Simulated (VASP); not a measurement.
# Zr2Si4GePd (I-42m) in VASP: relaxation of cell and atoms with PBE

Aim: the relaxation of cell and atoms of Zr2Si4GePd with PBE.

Program: VASP 6.6.1. These are calculated values, not measurements. Logs are shortened: lines on timing, memory, paths and dates and some standing lists are left out, and cuts for length are marked.

### Step 1. The cell of the first run

It takes space group I-42m (No. 121, tetragonal). Conventional cell: a = 5.922 Å, b = 5.922 Å, c = 7.559 Å, α = 90.00°, β = 90.00°, γ = 90.00°. Zr (site symmetry 222) has 8 Si at 2.84 to 2.86 Å and 2 Ge at 2.96 Å and 2 Pd at 2.96 Å and 2 Zr at 3.78 Å within 3.8 Å. Si (site symmetry m) has 2 Pd at 2.52 to 3.15 Å and 2 Ge at 2.54 to 3.13 Å and 4 Zr at 2.84 to 2.86 Å and 5 Si at 3.02 to 3.37 Å within 3.4 Å. Ge (site symmetry -42m) has 8 Si at 2.54 to 3.13 Å and 4 Zr at 2.96 Å within 3.4 Å. Within 3.3 Å of Pd (site symmetry -42m) lie 8 Si at 2.52 to 3.15 Å and 4 Zr at 2.96 Å.

The cell was generated, and may not be a known phase.

### Step 2. Relaxation of cell and atoms, PBE

File INCAR:

```
PREC     = Accurate       # precision mode
ENCUT    = 500            # plane-wave cutoff, eV
EDIFF    = 1E-7           # SCF threshold, eV
ISMEAR   = 0              # smearing method
SIGMA    = 0.1            # smearing width, eV
LREAL    = False          # projectors in reciprocal space
LASPH    = True           # aspherical terms in the spheres
NELM     = 120            # most SCF steps
ALGO     = Normal         # electronic algorithm
ISIF     = 3              # what is computed and relaxed
LWAVE    = False          # write WAVECAR
LCHARG   = False          # write CHGCAR
GGA      = PE             # functional
IBRION   = 2              # ionic algorithm
NSW      = 100            # ionic steps
EDIFFG   = -0.01          # ionic threshold
GGA_COMPAT= False        
NELMIN   = 4
```

File KPOINTS:

```
regular mesh
0
Gamma
  8 8 8
```

File POSCAR:

```
Zr2Si4GePd
1.0
   -2.9609008174      2.9609008174      3.7796621835
    2.9609008174     -2.9609008174      3.7796621835
    2.9609008174      2.9609008174     -3.7796621835
Zr Si Ge Pd
2 4 1 1
Direct
    0.5000000000      0.0000000000      0.5000000000
    0.0000000000      0.5000000000      0.5000000000
    0.9533315775      0.5511730138      0.0000000000
    0.5511730138      0.9533315775      0.0000000000
    0.0466684225      0.0466684225      0.5978414363
    0.4488269862      0.4488269862      0.4021585637
    0.5000000000      0.5000000000      0.0000000000
    0.0000000000      0.0000000000      0.0000000000
```

Potentials or basis: VASP PAW PBE potentials, release 64 (Zr_sv, Si, Ge_d, Pd).

Launch:

```bash
$ cat potpaw_PBE.64/Zr_sv/POTCAR potpaw_PBE.64/Si/POTCAR potpaw_PBE.64/Ge_d/POTCAR potpaw_PBE.64/Pd/POTCAR > POTCAR
$ mpirun -np 1 vasp_std > vasp.out
```

OUTCAR:

```text
PREC = Accurate
   ENCUT = 500
   EDIFF = 1E-7
   ISMEAR = 0
   LREAL = False
   LASPH = True
   NELM = 120
   ISIF = 3
   GGA = PE
   IBRION = 2
   NSW = 100
   EDIFFG = -0.01
   NELMIN = 4

 ion  position               nearest neighbor table
   1  0.500  0.000  0.500-   5 2.84   4 2.84   6 2.84   3 2.84   5 2.86   4 2.86   6 2.86   3 2.86
                             8 2.96   7 2.96   7 2.96   8 2.96   2 3.78   2 3.78
   2  0.000  0.500  0.500-   5 2.84   3 2.84   6 2.84   4 2.84   5 2.86   3 2.86   4 2.86   6 2.86
                             8 2.96   8 2.96   7 2.96   7 2.96   1 3.78   1 3.78
   3  0.953  0.551  0.000-   8 2.52   7 2.54   1 2.84   2 2.84   2 2.86   1 2.86   5 3.02   5 3.02
                             6 3.02   6 3.02   8 3.15
   4  0.551  0.953  0.000-   8 2.52   7 2.54   2 2.84   1 2.84   1 2.86   2 2.86   5 3.02   6 3.02
                             5 3.02   6 3.02   8 3.15
   5  0.047  0.047  0.598-   8 2.52   7 2.54   2 2.84   1 2.84   1 2.86   2 2.86   3 3.02   4 3.02
                             4 3.02   3 3.02   8 3.15
   6  0.449  0.449  0.402-   8 2.52   7 2.54   1 2.84   2 2.84   2 2.86   1 2.86   3 3.02   4 3.02
                             4 3.02   3 3.02   8 3.15
   7  0.500  0.500  0.000-   3 2.54   4 2.54   5 2.54   6 2.54   1 2.96   2 2.96   1 2.96   2 2.96

   8  0.000  0.000  0.000-   3 2.52   4 2.52   5 2.52   6 2.52   1 2.96   2 2.96   2 2.96   1 2.96
                             5 3.15   3 3.15   4 3.15   6 3.15

  LATTYP: Found a body centered tetragonal cell.
 ALAT       =     5.9218016348
 C/A-ratio  =     1.2765244149

  Lattice vectors:

 A1 = (  -2.9609008174,   2.9609008174,   3.7796621835)
 A2 = (   2.9609008174,  -2.9609008174,   3.7796621835)
 A3 = (   2.9609008174,   2.9609008174,  -3.7796621835)

Analysis of symmetry for initial positions (statically):
=====================================================================
 Subroutine PRICEL returns:
 Original cell was already a primitive cell.

 Routine SETGRP: Setting up the symmetry group for a
 body centered tetragonal supercell.

 Subroutine GETGRP returns: Found  8 space group operations
 (whereof  8 operations were pure point group operations)
 out of a pool of 16 trial point group operations.

The static configuration has the point symmetry D_2d.

Analysis of symmetry for dynamics (positions and initial velocities):
=====================================================================
 Subroutine PRICEL returns:
 Original cell was already a primitive cell.

 Routine SETGRP: Setting up the symmetry group for a
 body centered tetragonal supercell.

 Subroutine GETGRP returns: Found  8 space group operations
[... 128 lines left out ...]
   EMIN   =  10.00;   EMAX   =-10.00  energy-range for DOS
   EFERMI =   0.00;   METHOD = LEGACY
   ISMEAR =     0;   SIGMA  =   0.10  broadening in eV -4-tet -1-fermi 0-gaus
   EFERMI_NEDOS =   21; number of points for ismear=-14 and -15
   IALGO  =     38    algorithm
   IMIX   =      4    mixing-type and parameters
     AMIX     =   0.40;   BMIX     =  1.00
     AMIX_MAG =   1.60;   BMIX_MAG =  1.00
  volume/ion in A,a.u.               =      16.57       111.81
  Fermi-wavevector in a.u.,A,eV,Ry     =   1.284344  2.427058 22.443337  1.649539
  Thomas-Fermi vector in A             =   2.416543
   LORBIT       =      0    0 simple, 1 ext, 2 COOP (PROOUT), +10 PAW based schemes
   GGA     = PE    functional components
   LHFCALC =     F    Hartree Fock is set to
   AEXX    =    0.0000 exact exchange contribution
   IVDW    =     0    specifies the selected vdW correction
   LEPSILON=     F    determine dielectric tensor
   LRPA    =     F    only Hartree local field effects (RPA)
 conjugate gradient relaxation of ions
 non-spin polarized calculation
 Gauss-broadening in eV      SIGMA  =   0.10
  energy-cutoff  :      500.00
  volume of cell :      132.54
 maximum number of plane-waves:      3397
 NGX is ok and might be reduce to    42
   NGX = 21   NGY = 21   NGZ = 21

--------------------------------------- Ionic step        1  -------------------------------------------

 number of electron      63.9999991 magnetization

 Free energy of the ion-electron system (eV)
  ---------------------------------------------------
  ext. energy  EPLUGINS =         0.00000000
  ---------------------------------------------------
  free energy    TOTEN  =       -51.35283371 eV

  energy without entropy =      -51.33377231  energy(sigma->0) =      -51.34330301

------------------------ aborting loop because EDIFF is reached ----------------------------------------

  FORCE on cell =-STRESS in cart. coord.  units (eV):
  Direction    XX          YY          ZZ          XY          YZ          ZX
  --------------------------------------------------------------------------------------
  -------------------------------------------------------------------------------------
  Total        0.5315578      0.5315578     -1.0842569      0.0000000     -0.0000000      0.0000000
  in kB        6.4254026      6.4254026    -13.1063597      0.0000000     -0.0000000      0.0000000
  external PRESSURE =      -0.0851849 kB  Pullay stress =       0.0000000 kB
[... 281 lines left out ...]
--------------------------------------- Ionic step        8  -------------------------------------------

 number of electron      63.9999993 magnetization

 Free energy of the ion-electron system (eV)
  ---------------------------------------------------
  ext. energy  EPLUGINS =         0.00000000
  ---------------------------------------------------
  free energy    TOTEN  =       -51.36546969 eV

  energy without entropy =      -51.34985219  energy(sigma->0) =      -51.35766094

 E-fermi :   9.9317     XC(G=0): -11.5558

 val. band max:        9.9262399298   @ k =  -0.1250  -0.2500   0.1250
 cond. band min:       9.9571568857   @ k =   0.1250   0.1250   0.0000
 fundamental gap:      0.0309169559
 Fermi energy:         9.9317057217

 k-point     1 :       0.0000    0.0000    0.0000
  band No.  band energies     occupation
      1     -39.2723      2.00000
      2     -39.2620      2.00000
      3     -17.4184      2.00000
      4     -17.4184      2.00000
      5     -17.3814      2.00000
      6     -17.3527      2.00000
[... 973 lines left out ...]
     37      11.3765      0.00000
     38      12.2648      0.00000

 [... further k-points ...]

------------------------ aborting loop because EDIFF is reached ----------------------------------------

  FORCE on cell =-STRESS in cart. coord.  units (eV):
  Direction    XX          YY          ZZ          XY          YZ          ZX
  --------------------------------------------------------------------------------------
  -------------------------------------------------------------------------------------
  Total       -0.0022156     -0.0022156      0.0162792      0.0000000      0.0000000     -0.0000000
  in kB       -0.0267257     -0.0267257      0.1963682      0.0000000      0.0000000     -0.0000000
  external PRESSURE =       0.0476389 kB  Pullay stress =       0.0000000 kB
[... 23 lines left out ...]
  FREE ENERGIE OF THE ION-ELECTRON SYSTEM (eV)
  ---------------------------------------------------
  free  energy   TOTEN  =       -51.3654696895 eV

  energy  without entropy=      -51.3498521913  energy(sigma->0) =      -51.35766094

 reached required accuracy - stopping structural energy minimisation
```

OSZICAR:

```text
N       E                     dE             d eps       ncg     rms          rms(c)
DAV:   1     0.601425752001E+03    0.60143E+03   -0.29129E+04  5550   0.245E+03
DAV:   2     0.338225906893E+02   -0.56760E+03   -0.54914E+03  4750   0.744E+02
DAV:   3    -0.472696282358E+02   -0.81092E+02   -0.78551E+02  6114   0.159E+02
DAV:   4    -0.534077812544E+02   -0.61382E+01   -0.60269E+01  6648   0.424E+01
[... 87 lines left out ...]
DAV:   4    -0.513654713940E+02    0.27993E-05   -0.86526E-06  7092   0.203E-02    0.596E-03
DAV:   5    -0.513654705670E+02    0.82696E-06   -0.16345E-06  6594   0.525E-03    0.288E-03
DAV:   6    -0.513654700038E+02    0.56319E-06   -0.53762E-07  5922   0.434E-03    0.180E-03
DAV:   7    -0.513654697106E+02    0.29323E-06   -0.13780E-07  3396   0.263E-03    0.385E-04
DAV:   8    -0.513654696895E+02    0.21136E-07   -0.46098E-08  2776   0.131E-03
   8 F= -.51365470E+02 E0= -.51357661E+02  d E =-.379849E-03
```

CONTCAR:

```text
Zr2Si4GePd
   1.00000000000000
    -2.9840321301853994    2.9840321301853994    3.7291170694076547
     2.9840321301853994   -2.9840321301853994    3.7291170694076547
     2.9840321301853994    2.9840321301853994   -3.7291170694076547
  Zr              Si              Ge              Pd
     2     4     1     1
Direct
     0.5000000000000000    0.0000000000000000    0.5000000000000000
     0.0000000000000000    0.5000000000000000    0.5000000000000000
     0.9519808665932932    0.5494478086975443    0.0000000000000000
     0.5494478086975443    0.9519808665932932    0.0000000000000000
     0.0480191334067068    0.0480191334067068    0.5974669421042512
     0.4505521913024557    0.4505521913024557    0.4025330578957489
     0.5000000000000000    0.5000000000000000    0.0000000000000000
     0.0000000000000000    0.0000000000000000    0.0000000000000000

  0.00000000E+00  0.00000000E+00  0.00000000E+00
  0.00000000E+00  0.00000000E+00  0.00000000E+00
  0.00000000E+00  0.00000000E+00  0.00000000E+00
  0.00000000E+00  0.00000000E+00  0.00000000E+00
  0.00000000E+00  0.00000000E+00  0.00000000E+00
  0.00000000E+00  0.00000000E+00  0.00000000E+00
  0.00000000E+00  0.00000000E+00  0.00000000E+00
  0.00000000E+00  0.00000000E+00  0.00000000E+00
```

It took 43 min on 1 thread of Oxide Virtual Turin-like, shared host; peak memory 0.45 GiB.

Results:

```yaml
Free_energy: -51.3655 eV
Relaxed_volume: 16.60 Å³/atom
Relaxed_cell: a = 5.632 Å, b = 5.632 Å, c = 5.632 Å, α = 116.01°, β = 116.01°, γ = 97.07°
Space_group_after_relaxing_to_0.1_Å: I-42m (No. 121)
Energy_gained_by_relaxing: 1.6 meV/atom
Ionic_steps: 8
Pressure_after_relaxing: 0.0 GPa
Largest_force_after_relaxing: 0.007 eV/Å
Band_gap_on_the_k_mesh: zero (bands 32 and 33 overlap by 0.45 eV)
```

Forces in eV/Å, atoms in the order of the input:
```
Zr   0.000  0.000  0.000
Zr   0.000  0.000  0.000
Si  -0.005  0.005  0.001
Si   0.005 -0.005  0.001
Si  -0.005 -0.005 -0.001
Si   0.005  0.005 -0.001
Ge   0.000  0.000  0.000
Pd   0.000  0.000  0.000
```

Step by step:
```
step  energy change (eV)  largest force (eV/Å)  pressure (GPa)  volume (Å³)
   1              0.0000                0.0476           -0.01       132.54
   2             -0.0084                0.0498            0.14       132.52
   3             -0.0116                0.0499            0.32       132.49
   4             -0.0119                0.0246           -0.39       133.26
   5             -0.0123                0.0350           -0.09       132.93
   6             -0.0125                0.0184           -0.04       132.88
   7             -0.0126                0.0152            0.04       132.78
   8             -0.0126                0.0071            0.00       132.82
```

Final structure:
```yaml
crystal:
  lattice:
    - [-2.98403, 2.98403, 3.72912]
    - [2.98403, -2.98403, 3.72912]
    - [2.98403, 2.98403, -3.72912]
  atoms:
    - { symbol: Zr, position: [0.50000, 0.00000, 0.50000] }
    - { symbol: Zr, position: [0.00000, 0.50000, 0.50000] }
    - { symbol: Si, position: [0.95198, 0.54945, 0.00000] }
    - { symbol: Si, position: [0.54945, 0.95198, 0.00000] }
    - { symbol: Si, position: [0.04802, 0.04802, 0.59747] }
    - { symbol: Si, position: [0.45055, 0.45055, 0.40253] }
    - { symbol: Ge, position: [0.50000, 0.50000, 0.00000] }
    - { symbol: Pd, position: [0.00000, 0.00000, 0.00000] }
```

Levels at points of the mesh, in eV from the Fermi level:
| k point | band 29 | band 30 | band 31 | band 32 | band 33 | band 34 | band 35 | band 36 |
| --- | --- | --- | --- | --- | --- | --- | --- | --- |
| (0.00, 0.00, 0.00) | -2.48 | -2.46 | -1.49 | 0.13 | 0.84 | 0.84 | 1.30 | 1.50 |
| (0.50, 0.00, 0.00) | -2.14 | -1.51 | -0.66 | 0.05 | 0.17 | 0.86 | 0.89 | 1.43 |
| (0.50, 0.50, 0.00) | -1.70 | -1.23 | -0.87 | -0.31 | -0.05 | 0.61 | 0.76 | 1.08 |
| (0.50, 0.50, 0.50) | -0.75 | -0.75 | -0.63 | 0.16 | 0.16 | 0.74 | 0.76 | 1.74 |

The gap in the log of VASP goes by the Fermi energy; the results here count the filled bands.